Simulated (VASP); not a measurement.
# Br: relaxation of cell and atoms with PBE

The system is Br.

```
Br
1.0
     3.25521    0.00000    0.00000
    -1.62761    2.81910    0.00000
     0.00000    0.00000    3.05990
Br
1
Direct
  0.00000 0.00000 0.00000
```

- Program: VASP 6.6.1
- Task: relaxation of cell and atoms
- Functional: PBE
- Potentials or basis: VASP PAW PBE potentials, release 64 (Br)
- Cutoff: 600 eV
- k mesh: 15 × 15 × 14
- Occupations: fermi-dirac, width 0.1 eV
- Spin: no spin polarisation
- Dipole correction: no
- Further INCAR settings: ALGO = Normal; EDIFF = 1e-06; IBRION = 2; EDIFFG = -0.005; NSW = 60; ISIF = 3

The relaxed volume is 35.64 Å³/atom. The relaxed cell is a = 3.979 Å, b = 3.979 Å, c = 2.599 Å, α = 90.00°, β = 90.00°, γ = 120.00°. The space group after relaxing (to 0.05 Å) is P6/mmm (No. 191) and the energy gained by relaxing is 400.9 meV/atom. The ionic steps are 25 and the pressure after relaxing is 0.0 GPa.

The path:
```tsv
step	energy change (eV)	largest force (eV/Å)	pressure (GPa)	volume (Å³)
1	0.0000	0.0000	0.22	28.08
2	-0.0825	0.0000	-0.08	28.20
3	-0.3426	0.0000	3.46	28.06
4	-0.3789	0.0000	2.37	30.57
5	-0.3864	0.0000	2.05	32.11
6	-0.3846	0.0000	-1.47	35.03
7	-0.3980	0.0000	0.15	33.45
8	-0.3980	0.0000	0.18	33.42
9	-0.3990	0.0000	0.13	33.80
10	-0.4003	0.0000	0.05	34.55
11	-0.4008	0.0000	-0.06	36.06
12	-0.4009	0.0000	-0.02	35.58
13	-0.4009	0.0000	-0.01	35.62
14	-0.4008	0.0000	-0.04	35.84
15	-0.4009	0.0000	-0.03	35.67
16	-0.4009	0.0000	0.06	35.61
17	-0.4009	0.0000	-0.02	35.65
18	-0.4009	0.0000	-0.03	35.65
19	-0.4009	0.0000	0.02	35.63
20	-0.4009	0.0000	0.00	35.64
21	-0.4009	0.0000	0.01	35.64
22	-0.4009	0.0000	0.00	35.65
23	-0.4009	0.0000	0.00	35.65
24	-0.4009	0.0000	-0.03	35.64
25	-0.4009	0.0000	-0.02	35.64
```

Final structure:
```
Br
1.0
     3.97940    0.00000    0.00000
    -1.98970    3.44626    0.00000
     0.00000    0.00000    2.59915
Br
1
Cartesian
  0.0000 0.0000 0.0000
```

Levels at points of the mesh, in eV from the Fermi level:
```tsv
k point	band 1	band 2	band 3	band 4	band 5	band 6
(0.00, 0.00, 0.00)	-15.36	-1.62	-1.62	3.92	5.34	10.21
(0.00, 0.00, 0.50)	-12.65	-5.66	0.43	0.43	10.29	10.92
```

It took 6.5 min on 1 thread of Intel(R) Xeon(R) Platinum 8488C (Sapphire Rapids), with other jobs on the host, peak memory 0.19 GiB.

Caveat: the volume moved by over 15 % at a fixed basis, so the end points are rough; an odd number of electrons without spin polarisation forces a metal; a magnetic or distorted state may lie lower.
